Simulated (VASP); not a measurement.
Crystal: TaN.

```
Ta N
1.0
     0.00000   -2.18744   -2.18744
     0.00000    2.18744   -2.18744
     4.37489    0.00000    0.00000
Ta N
2 2
Direct
  0.50000 0.50000 0.99304
  0.00000 0.00000 0.50696
  0.50000 0.50000 0.48510
  0.00000 0.00000 0.01490
```

This cell differs from its parent crystal: mode 1 frozen in at -0.065 Å and mode 2 at +0.000 Å (largest displacements).

Base run:

```yaml
Program: VASP 6.6.1
Functional: PBEsol
Potentials_or_basis: VASP PAW PBE potentials, release 64 (Ta_pv, N)
Cutoff: 520 eV
k_mesh: 14 × 14 × 10
Occupations: gaussian, width 0.15 eV
Spin: no spin polarisation
```

Its results: band gap on the k mesh zero (band 16 reaches 11.48 eV, above the bottom of band 17 at 7.46 eV); pressure 1.2 GPa; largest force 1.001 eV/Å.

Problem. The run is repeated on the same cell with these changes: potentials or basis from VASP PAW PBE potentials, release 64 (Ta_pv, N) to VASP PAW PBE potentials, release 64 (Ta_sv_GW, N); cutoff from 520 eV to 600 eV; further incar settings from ALGO = Normal; EDIFF = 1e-07; NBANDS = 24 to ALGO = Normal; EDIFF = 1e-06; NBANDS = 26; valence electrons from 32 to 36. What comes out?

Solution. Band gap on the k mesh zero (band 18 reaches 15.81 eV, above the bottom of band 19 at 11.80 eV); pressure 0.3 GPa; largest force 0.993 eV/Å.

Caveats: the PAW data sets were made with another functional, which shifts forces and pressure a little; spin-orbit coupling is left out, which moves the levels of the heavy elements.
